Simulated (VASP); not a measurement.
Runs of VASP 6.6.1 on Bi2Te2Se. The structure is that of space group R-3m (No. 166), or close to it. The cells are those of the table. 

```csv
cell,gap on the mesh (eV),pressure (GPa),largest force (eV/Å)
"a = 10.729 Å, angles 22.9°, 5 atoms",0.37,0.6,0.34
"a = 10.654 Å, angles 22.9°, 5 atoms",0.36,1.9,0.53
"a = 10.803 Å, angles 22.9°, 5 atoms",(b),-0.5,0.16
"a = 10.876 Å, angles 22.9°, 5 atoms",0.40,(a),0.06
```

Alike in all rows: task single point; level PBEsol; potentials or basis VASP PAW PBE potentials, release 64 (Bi_d, Te, Se); no spin polarisation; k mesh 7 × 7 × 7; cutoff (eV) 520; smearing fermi-dirac 0.05 eV.

Estimate the missing entries.

(a) -1.4; (b) 0.38.

Caveats: the PAW data sets were made with another functional, which shifts forces and pressure a little; spin-orbit coupling is left out, which moves the levels of the heavy elements.

A k mesh can miss the band edges, and the runs leave out spin-orbit coupling on Bi, Se, Te.
